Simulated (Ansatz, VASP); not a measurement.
# Two plane-wave programs on CdS

Contents of INCAR:

```
SYSTEM = CdS
PREC     = Accurate       ! precision mode
ENCUT    = 520            ! plane-wave cutoff, eV
EDIFF    = 1E-6           ! SCF threshold, eV
ISMEAR   = 0              ! smearing method
SIGMA    = 0.02           ! smearing width, eV
LREAL    = .False.        ! projectors in reciprocal space
LASPH    = .True.         ! aspherical terms in the spheres
NELM     = 100            ! most SCF steps
ALGO     = Normal         ! electronic algorithm
ISIF     = 2              ! what is computed and relaxed
LWAVE    = .False.        ! write WAVECAR
LCHARG   = .False.        ! write CHGCAR
GGA      = PE             ! functional
NBANDS   = 16             ! bands
```

KPOINTS

```
regular mesh
0
Gamma
  8 8 8
  0 0 0
```

The input POSCAR:

```
CdS
1.0
    0.0000000000      2.9027207169      2.9027207169
    2.9027207169      0.0000000000      2.9027207169
    2.9027207169      2.9027207169      0.0000000000
Cd S
1 1
Direct
    0.0000000000      0.0000000000      0.0000000000
    0.2500000000      0.2500000000      0.2500000000
```

Input for Ansatz:

```yaml
crystal:
  lattice:
    - [0.0, 2.9027207169, 2.9027207169]
    - [2.9027207169, 0.0, 2.9027207169]
    - [2.9027207169, 2.9027207169, 0.0]
  atoms:
    - { symbol: Cd, position: [0.0, 0.0, 0.0] }
    - { symbol: S, position: [0.25, 0.25, 0.25] }
basis:
  ecutwfc: 420
kpoints:
  mp_grid: { grid: [8, 8, 8] }
hamiltonian:
  xc: pbe
scf:
  occupations: { method: gaussian, width: 0.02 }
output:
  forces: true
  stress: true
  eigenvalues: true
```

Alike in both runs: task single point; functional PBE; k mesh 8 × 8 × 8; occupations gaussian, width 0.02 eV; no spin polarisation.

|  | VASP | Ansatz |
| --- | --- | --- |
| version | VASP 6.6.1 | Ansatz 0.2.0 |
| potentials or method | VASP PAW PBE potentials, release 64 (Cd, S), cutoff 520 eV | scalar-relativistic, plane waves, PAW |
| valence electrons in the cell | 18 | 26 |

```tsv
	VASP	Ansatz	Ansatz less VASP
gap on the k mesh at the Fermi level (eV)	1.18	1.18	-0.005
least direct gap on the mesh (eV)	1.18	1.18	-0.005
pressure (GPa)	4.2	3.8	-0.38
```

VASP's potentials hold 18 valence electrons a cell and Ansatz's 26, so a difference there can come from the potentials and not from the codes.
